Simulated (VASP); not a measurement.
LiTaS3:

```
CELL_PARAMETERS angstrom
3.12364 -3.13226 0.00000
3.12364 3.13226 0.00000
0.00000 0.00000 4.42637
ATOMIC_POSITIONS crystal
Li 0.50000 0.50000 0.50000
Ta 0.00000 0.00000 0.00000
S 0.00000 0.00000 0.50000
S 0.50000 0.00000 0.00000
S 0.00000 0.50000 0.00000
```

```yaml
Program: VASP 6.6.1
Task: relaxation of cell and atoms
Functional: PBE
Potentials_or_basis: VASP PAW PBE potentials, release 64 (Li_sv, Ta_pv, S)
Cutoff: 600 eV
k_mesh: 4 × 4 × 4
Occupations: gaussian, width 0.1 eV
Spin: no spin polarisation
```

At the start: pressure 35.9 GPa; volume 17.32 Å³/atom.

**Question.** Where does the relaxation end?

**Answer.** Over 4 steps the energy falls by 441.9 meV/atom and the volume is 22.27 Å³/atom (+28.5 %); space group Pm-3m (No. 221, to 0.05 Å).

The path:
```tsv
step	energy change (eV)	largest force (eV/Å)	pressure (GPa)	volume (Å³)
1	0.0000	0.0000	35.89	86.62
2	-0.5171	0.0000	-12.52	144.94
3	-2.2072	0.0000	-0.78	112.10
4	-2.2096	0.0000	-0.22	111.34
```

Final structure:
```
Li Ta S
1.0
     3.39711   -3.40625    0.00000
     3.39711    3.40625    0.00000
     0.00000    0.00000    4.81107
Li Ta S
1 1 3
Direct
  0.50000 0.50000 0.50000
  0.00000 0.00000 0.00000
  0.00000 0.00000 0.50000
  0.50000 0.00000 0.00000
  0.00000 0.50000 0.00000
```

Caveat: the cutoff is under 1.25 times the usual one of these potentials, so pressure, stress and relaxed cells hold a basis-set (Pulay) error; the volume moved by over 15 % at a fixed basis, so the end points are rough.
